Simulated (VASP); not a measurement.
Crystal: CuI.

```
CELL_PARAMETERS angstrom
0.00000 3.01203 3.01203
3.01203 0.00000 3.01203
3.01203 3.01203 0.00000
ATOMIC_POSITIONS crystal
Cu 0.00000 0.00000 0.00000
I 0.25000 0.25000 0.25000
```

Base run:

| Property | Result |
| --- | --- |
| Program | VASP 6.6.1 |
| Functional | PBE |
| Potentials or basis | VASP PAW PBE potentials, release 64 (Cu, I) |
| Cutoff | 520 eV |
| k mesh | 8 × 8 × 8 |
| Occupations | fermi-dirac, width 0.02 eV |
| Spin | non-collinear spin, zero start, spin-orbit coupling |
| Starting moments | [[0.0, 0.0, 0.0], [0.0, 0.0, 0.0]] μB |

Its results: pressure 1.6 GPa.

Q: The run is repeated on the same cell with these changes: spin from non-collinear spin, zero start, spin-orbit coupling to no spin polarisation; further incar settings from ALGO = Normal; EDIFF = 1e-06; NBANDS = 30 to ALGO = Normal; EDIFF = 1e-07; NBANDS = 16. What comes out?

A: Pressure 1.2 GPa.
